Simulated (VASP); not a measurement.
# Zn (P6_3/mmc) in VASP: a series of runs

The runs below take Zn through single point, with PBEsol.

Everything below comes from runs of VASP 6.6.1. Logs are shortened: lines on timing, memory, paths and dates and some standing lists are left out, and cuts for length are marked.

## (1) The cell of the first run

The structure is hexagonal, space group P6_3/mmc (No. 194). The conventional cell has a = 2.644 Å, b = 2.644 Å, c = 4.863 Å, α = 90.00°, β = 90.00°, γ = 120.00°. Zn (site symmetry -6m2) has 12 Zn at 2.64 to 2.87 Å within 3.5 Å.

## (2) Single point, PBEsol (volume scaled by 1.04)

INCAR reads:

```
PREC = Accurate
ENCUT = 520
EDIFF = 1E-7
ISMEAR = -1
SIGMA = 0.1
LREAL = F
LASPH = T
NELM = 80
ALGO = Normal
ISIF = 2
LWAVE = F
LCHARG = F
GGA = PS
NBANDS = 19
```

KPOINTS reads:

```
regular mesh
0
Gamma
  23 23 11
```

POSCAR reads:

```
Zn
1.0
    2.6438150203      0.0000000000      0.0000000000
   -1.3219075102      2.2896109705      0.0000000000
    0.0000000000      0.0000000000      4.8632573170
Zn
2
Direct
    0.3333333333      0.6666666667      0.2500000000
    0.6666666667      0.3333333333      0.7500000000
```

Potentials or basis: VASP PAW PBE potentials, release 64 (Zn).

Launch:

```bash
> cat potpaw_PBE.64/Zn/POTCAR > POTCAR
> mpirun -np 1 vasp_std > vasp.out
```

OUTCAR:

```text
PREC = Accurate
   ENCUT = 520
   EDIFF = 1E-7
   ISMEAR = -1
   LREAL = F
   LASPH = T
   NELM = 80
   ISIF = 2
   GGA = PS

 ion  position               nearest neighbor table
   1  0.333  0.667  0.250-   2 2.87   2 2.87   2 2.87   2 2.87   2 2.87   2 2.87
   2  0.667  0.333  0.750-   1 2.87   1 2.87   1 2.87   1 2.87   1 2.87   1 2.87

  LATTYP: Found a hexagonal cell.
 ALAT       =     2.6438150203
 C/A-ratio  =     1.8394847142

  Lattice vectors:

 A1 = (   2.6438150203,   0.0000000000,   0.0000000000)
 A2 = (  -1.3219075102,   2.2896109705,   0.0000000000)
 A3 = (   0.0000000000,   0.0000000000,   4.8632573170)

Analysis of symmetry for initial positions (statically):
=====================================================================
 Subroutine PRICEL returns:
 Original cell was already a primitive cell.

 Routine SETGRP: Setting up the symmetry group for a
 hexagonal supercell.

 Subroutine GETGRP returns: Found 24 space group operations
 (whereof 12 operations were pure point group operations)
 out of a pool of 24 trial point group operations.

The static configuration has the point symmetry D_3d.
 The point group associated with its full space group is D_6h.

Analysis of symmetry for dynamics (positions and initial velocities):
=====================================================================
 Subroutine PRICEL returns:
 Original cell was already a primitive cell.

 Routine SETGRP: Setting up the symmetry group for a
 hexagonal supercell.

 Subroutine GETGRP returns: Found 24 space group operations
 (whereof 12 operations were pure point group operations)
 out of a pool of 24 trial point group operations.

The dynamic configuration has the point symmetry D_3d.
 The point group associated with its full space group is D_6h.

 Subroutine INISYM returns: Found 24 space group operations
 (whereof 12 operations are pure point group operations),
 and found     1 'primitive' translations

----------------------------------------------------------------------------------------

                                     Primitive cell

  volume of cell :      29.4388

  direct lattice vectors                    reciprocal lattice vectors
     2.643815020  0.000000000  0.000000000     0.378241289  0.218377710  0.000000000
    -1.321907510  2.289610971  0.000000000     0.000000000  0.436755420  0.000000000
     0.000000000  0.000000000  4.863257317     0.000000000  0.000000000  0.205623502

  length of vectors
     2.643815020  2.643815020  4.863257317     0.436755420  0.436755420  0.205623502

  position of ions in fractional coordinates (direct lattice)
     0.333333333  0.666666667  0.250000000
     0.666666667  0.333333333  0.750000000

  ion indices of the primitive-cell ions
   primitive index   ion index
                 1           1
                 2           2

----------------------------------------------------------------------------------------

 KPOINTS: regular mesh

Automatic generation of k-mesh.
 Grid dimensions read from file:
 generate k-points for:   23   23   11

 Generating k-lattice:

  Cartesian coordinates                     Fractional coordinates (reciprocal lattice)
     0.016445273  0.009494683  0.000000000     0.043478261  0.000000000  0.000000000
     0.000000000  0.018989366  0.000000000     0.000000000  0.043478261  0.000000000
     0.000000000  0.000000000  0.018693046     0.000000000  0.000000000  0.090909091

  Length of vectors
     0.018989366  0.018989366  0.018693046

  Shift w.r.t. Gamma in fractional coordinates (k-lattice)
     0.000000000  0.000000000  0.000000000

 Subroutine IBZKPT returns following result:
 ===========================================

 Found    336 irreducible k-points:

 Following reciprocal coordinates:
            Coordinates               Weight
  0.000000  0.000000  0.000000      1.000000
  0.043478 -0.000000  0.000000      6.000000
  0.086957 -0.000000  0.000000      6.000000
  0.130435  0.000000  0.000000      6.000000
  0.173913  0.000000  0.000000      6.000000
  0.217391 -0.000000  0.000000      6.000000
[... 16 lines left out ...]
  0.478261  0.043478  0.000000      6.000000
  0.086957  0.086957  0.000000      6.000000
 [... further k-points ...]
   k-points           NKPTS =    336   k-points in BZ     NKDIM =    336   number of bands    NBANDS=     19
   number of dos      NEDOS =    301   number of ions     NIONS =      2
   total plane-waves  NPLWV =  14400
   dimension x,y,z NGX =    20 NGY =   20 NGZ =   36
   dimension x,y,z NGXF=    40 NGYF=   40 NGZF=   72
   ions per type =               2
   NGX,Y,Z   is equivalent  to a cutoff of  12.58, 12.58, 12.31 a.u.
   NGXF,Y,Z  is equivalent  to a cutoff of  25.15, 25.15, 24.61 a.u.
 SYSTEM =  unknown system
   PREC   = accura    normal or accurate (medium, high low for compatibility)
   ISTART =      0    job   : 0-new  1-cont  2-samecut
   ICHARG =      2    charge: 1-file 2-atom 10-const
   ISPIN  =      1    spin polarized calculation?
   LNONCOLLINEAR =      F non collinear calculations
   LSORBIT =      F    spin-orbit coupling
   LASPH  =      T    aspherical Exc in radial PAW
   ENCUT  =  520.0 eV  38.22 Ry    6.18 a.u.   4.92  4.92  9.04*2*pi/ulx,y,z
   NELM   =     80;   NELMIN=  2; NELMDL= -5     # of ELM steps
   EDIFF  = 0.1E-06   stopping-criterion for ELM
   LREAL  =      F    real-space projection
   EDIFFG = 0.1E-05   stopping-criterion for IOM
   NSW    =      0    number of steps for IOM
   IBRION =     -1    ionic relax: 0-MD 1-quasi-New 2-CG
   NFREE  =      0    steps in history (QN), initial steepest desc. (CG)
   ISIF   =      2    stress and relaxation
   ISYM   =      2    0-nonsym 1-usesym 2-fastsym
   POTIM  = 0.5000    time-step for ionic-motion
   TEBEG  =    0.0;   TEEND  =   0.0 temperature during run
   PSTRESS=    0.0 pullay stress
   NELECT =      24.0000    total number of electrons
   NUPDOWN=      -1.0000    fix difference up-down
   EMIN   =  10.00;   EMAX   =-10.00  energy-range for DOS
   EFERMI =   0.00;   METHOD = LEGACY
   ISMEAR =    -1;   SIGMA  =   0.10  broadening in eV -4-tet -1-fermi 0-gaus
   EFERMI_NEDOS =   21; number of points for ismear=-14 and -15
   IALGO  =     38    algorithm
   IMIX   =      4    mixing-type and parameters
     AMIX     =   0.40;   BMIX     =  1.00
     AMIX_MAG =   1.60;   BMIX_MAG =  1.00
  volume/ion in A,a.u.               =      14.72        99.33
  Fermi-wavevector in a.u.,A,eV,Ry     =   1.529344  2.890041 31.822581  2.338894
  Thomas-Fermi vector in A             =   2.636978
   LORBIT       =      0    0 simple, 1 ext, 2 COOP (PROOUT), +10 PAW based schemes
   GGA     = PS    functional components
   LHFCALC =     F    Hartree Fock is set to
   AEXX    =    0.0000 exact exchange contribution
   IVDW    =     0    specifies the selected vdW correction
   LEPSILON=     F    determine dielectric tensor
   LRPA    =     F    only Hartree local field effects (RPA)
 non-spin polarized calculation
  energy-cutoff  :      520.00
  volume of cell :       29.44
 maximum number of plane-waves:       813
 NGX is ok and might be reduce to    20
   NGX =  9   NGY =  9   NGZ = 19

 number of electron      24.0000033 magnetization

 Free energy of the ion-electron system (eV)
  ---------------------------------------------------
  ext. energy  EPLUGINS =         0.00000000
  ---------------------------------------------------
  free energy    TOTEN  =        -3.16666769 eV

  energy without entropy =       -3.15197446  energy(sigma->0) =       -3.15932108

 E-fermi :   3.1829     XC(G=0): -11.8754

 val. band max:        3.1740001093   @ k =   0.1739   0.1304   0.0909
 cond. band min:       3.1993645893   @ k =   0.1304   0.0435   0.1818
 fundamental gap:      0.0253644801
 Fermi energy:         3.1829446864

 k-point     1 :       0.0000    0.0000    0.0000
  band No.  band energies     occupation
      1      -7.5029      2.00000
      2      -5.5445      2.00000
      3      -4.7891      2.00000
      4      -4.5566      2.00000
      5      -4.5566      2.00000
      6      -4.5005      2.00000
[... 11 lines left out ...]
     18      22.4878      0.00000
     19      22.4878      0.00000

 k-point     2 :       0.0435   -0.0000    0.0000
  band No.  band energies     occupation
      1      -7.4459      2.00000
      2      -5.5188      2.00000
      3      -4.7832      2.00000
      4      -4.5625      2.00000
      5      -4.5427      2.00000
      6      -4.5071      2.00000
[... 11 lines left out ...]
     18      21.8311      0.00000
     19      23.1293      0.00000

 k-point     3 :       0.0870   -0.0000    0.0000
  band No.  band energies     occupation
      1      -7.2758      2.00000
      2      -5.4456      2.00000
      3      -4.7683      2.00000
      4      -4.5767      2.00000
      5      -4.5237      2.00000
      6      -4.5019      2.00000
[... 11 lines left out ...]
     18      21.4494      0.00000
     19      23.4598      0.00000

 k-point     4 :       0.1304    0.0000    0.0000
  band No.  band energies     occupation
      1      -6.9972      2.00000
      2      -5.3382      2.00000
      3      -4.7536      2.00000
      4      -4.5944      2.00000
      5      -4.5336      2.00000
      6      -4.4364      2.00000
[... 11 lines left out ...]
     18      20.7110      0.00000
     19      22.2062      0.00000

 k-point     5 :       0.1739    0.0000    0.0000
  band No.  band energies     occupation
      1      -6.6205      2.00000
      2      -5.2225      2.00000
      3      -4.7440      2.00000
      4      -4.6190      2.00000
      5      -4.5002      2.00000
      6      -4.4442      2.00000
[... 11 lines left out ...]
     18      19.5766      0.00000
     19      20.4068      0.00000
[... 334 lines left out ...]
      2      -5.2114      2.00000
      3      -5.0387      2.00000
      4      -4.5328      2.00000
      5      -4.4417      2.00000
      6      -4.4028      2.00000
[... 11 lines left out ...]
     18      18.5170      0.00000
     19      18.6760      0.00000

 k-point    22 :       0.4348    0.0435    0.0000
  band No.  band energies     occupation
      1      -5.3142      2.00000
      2      -5.2253      2.00000
      3      -5.0735      2.00000
      4      -4.5539      2.00000
      5      -4.4172      2.00000
      6      -4.4092      2.00000
[... 11 lines left out ...]
     18      18.4041      0.00000
     19      18.4646      0.00000

 k-point    23 :       0.4783    0.0435    0.0000
  band No.  band energies     occupation
      1      -5.3221      2.00000
      2      -5.2305      2.00000
      3      -5.0850      2.00000
      4      -4.5612      2.00000
      5      -4.4220      2.00000
      6      -4.3981      2.00000
[... 11 lines left out ...]
     18      18.3682      0.00000
     19      18.3919      0.00000

 k-point    24 :       0.0870    0.0870    0.0000
  band No.  band energies     occupation
      1      -6.8326      2.00000
      2      -5.2772      2.00000
      3      -4.7537      2.00000
      4      -4.5903      2.00000
      5      -4.5706      2.00000
      6      -4.3889      2.00000
[... 11 lines left out ...]
     18      21.3663      0.00000
     19      22.1429      0.00000

 [... further k-points ...]
[... 5 lines left out ...]
  --------------------------------------------------------------------------------------
  -------------------------------------------------------------------------------------
  Total       -0.5728585     -0.5728585     -0.4213033      0.0000000     -0.0000000      0.0000000
  in kB      -31.1772608    -31.1772608    -22.9290193      0.0000000     -0.0000000      0.0000000
  external PRESSURE =     -28.4278470 kB  Pullay stress =       0.0000000 kB

 VOLUME and BASIS-vectors are now :
 -----------------------------------------------------------------------------
  energy-cutoff  :      520.00
  volume of cell :       29.44
      direct lattice vectors                 reciprocal lattice vectors
     2.643815020  0.000000000  0.000000000     0.378241289  0.218377710  0.000000000
    -1.321907510  2.289610971  0.000000000     0.000000000  0.436755420  0.000000000
     0.000000000  0.000000000  4.863257317     0.000000000  0.000000000  0.205623502

 POSITION                                       TOTAL-FORCE (eV/Angst)
 -----------------------------------------------------------------------------------
     -0.00000      1.52641      1.21581        -0.000000      0.000000      0.000000
      1.32191      0.76320      3.64744         0.000000     -0.000000      0.000000
 -----------------------------------------------------------------------------------
    total drift:                                0.000000     -0.000000      0.000000

  FREE ENERGIE OF THE ION-ELECTRON SYSTEM (eV)
  ---------------------------------------------------
  free  energy   TOTEN  =        -3.1666676908 eV

  energy  without entropy=       -3.1519744610  energy(sigma->0) =       -3.15932108
```

Wall time 64 s (1 thread of Intel Xeon 6975P-C (Granite Rapids), shared host); peak memory 0.25 GiB.

Results:

```yaml
Free_energy: -3.1667 eV
Pressure: -2.8 GPa
Band_gap_on_the_k_mesh: zero (band 12 reaches 4.85 eV, above the bottom of band 13 at 0.27 eV)
```

Stress tensor (GPa, compression positive):
```
-3.12  0.00  0.00
 0.00 -3.12  0.00
 0.00  0.00 -2.29
```

Caveat: the PAW data sets were made with another functional, which shifts forces and pressure a little.

## (3) Single point, PBEsol (volume scaled by 1.08)

INCAR reads:

```
PREC = Accurate
ENCUT = 520
EDIFF = 1E-6
ISMEAR = -1
SIGMA = 0.1
LREAL = False
LASPH = True
NELM = 80
ALGO = Normal
ISIF = 2
LWAVE = False
LCHARG = False
GGA = PS
NBANDS = 19
```

KPOINTS reads:

```
Automatic mesh
0
Gamma
  23 23 11
```

POSCAR reads:

```
Zn
1.0
    2.6772845851      0.0000000000      0.0000000000
   -1.3386422925      2.3185964638      0.0000000000
    0.0000000000      0.0000000000      4.9248240751
Zn
2
Direct
    0.3333333333      0.6666666667      0.2500000000
    0.6666666667      0.3333333333      0.7500000000
```

Potentials or basis: VASP PAW PBE potentials, release 64 (Zn).

Launch:

```bash
> cat potpaw_PBE.64/Zn/POTCAR > POTCAR
> mpirun -np 1 vasp_std > vasp.out
```

Run time: 77 s. Hardware: 1 thread of Intel Xeon 6975P-C (Granite Rapids), shared host; peak memory 0.26 GiB.

Results (log left out):

- Free energy: -3.1370 eV
- Pressure: -5.4 GPa
- Band gap on the k mesh: zero (band 12 reaches 4.56 eV, above the bottom of band 13 at -0.03 eV)

Stress tensor (GPa, compression positive):
```
-6.03  0.00  0.00
 0.00 -6.03  0.00
 0.00  0.00 -4.22
```

Levels at points of the mesh, in eV from the Fermi level:
```csv
k point,band 10,band 11,band 12,band 13,band 14,band 15
"(0.00, 0.00, 0.00)",-7.06,-7.06,-3.60,-2.95,13.85,17.13
```

Caveat: the PAW data sets were made with another functional, which shifts forces and pressure a little.

## (4) Single point, PBEsol (volume scaled by 1.12)

INCAR reads:

```
PREC     = Accurate       # precision mode
ENCUT    = 520            # plane-wave cutoff, eV
EDIFF    = 1E-7           # SCF threshold, eV
ISMEAR   = -1             # smearing method
SIGMA    = 0.1            # smearing width, eV
LREAL    = False          # projectors in reciprocal space
LASPH    = True           # aspherical terms in the spheres
NELM     = 80             # most SCF steps
ALGO     = Normal         # electronic algorithm
ISIF     = 2              # what is computed and relaxed
LWAVE    = False          # write WAVECAR
LCHARG   = True           # write CHGCAR
GGA      = PS             # functional
LELF     = True           # ELF
LVHAR    = True         
NBANDS   = 19             # bands
```

KPOINTS reads:

```
regular mesh
0
Gamma
  23 23 11
```

POSCAR reads:

```
Zn
1.0
    2.7099376152      0.0000000000      0.0000000000
   -1.3549688076      2.3468748174      0.0000000000
    0.0000000000      0.0000000000      4.9848888250
Zn
2
Direct
    0.3333333333      0.6666666667      0.2500000000
    0.6666666667      0.3333333333      0.7500000000
```

Launch:

```bash
> cat potpaw_PBE.64/Zn/POTCAR > POTCAR
> mpirun -np 1 vasp_std > vasp.out
```

It took 95 s on 1 thread of Intel Xeon 6975P-C (Granite Rapids), shared host; peak memory 0.27 GiB.

It converged, with:

```yaml
Free_energy: -3.0914 eV
Pressure: -7.4 GPa
Band_gap_on_the_k_mesh: zero (band 12 reaches 4.28 eV, above the bottom of band 13 at -0.31 eV)
```

Stress tensor (GPa, compression positive):
```
-8.25  0.00  0.00
 0.00 -8.25  0.00
 0.00  0.00 -5.76
```

Levels at points of the mesh, in eV from the Fermi level:
```csv
k point,band 10,band 11,band 12,band 13,band 14,band 15
"(0.00, 0.00, 0.00)",-7.01,-7.01,-3.42,-2.97,13.52,16.66
```

Caveat: the PAW data sets were made with another functional, which shifts forces and pressure a little.

## (5) Summary

| cell | gap on the mesh (eV) | pressure (GPa) |
| --- | --- | --- |
| a = 2.644, b = 2.644, c = 4.863 Å, angles 90.0, 90.0, 120.0°, 2 atoms | none | -2.8 |
| a = 2.677, b = 2.677, c = 4.925 Å, angles 90.0, 90.0, 120.0°, 2 atoms | none | -5.4 |
| a = 2.710, b = 2.710, c = 4.985 Å, angles 90.0, 90.0, 120.0°, 2 atoms | none | -7.4 |

Alike in all rows: task single point; level PBEsol; potentials or basis VASP PAW PBE potentials, release 64 (Zn); no spin polarisation; k mesh 23 × 23 × 11; cutoff (eV) 520; smearing fermi-dirac 0.1 eV.

Caveats: the PAW data sets were made with another functional, which shifts forces and pressure a little.

Absolute energies hang on the potentials; compare differences alone.
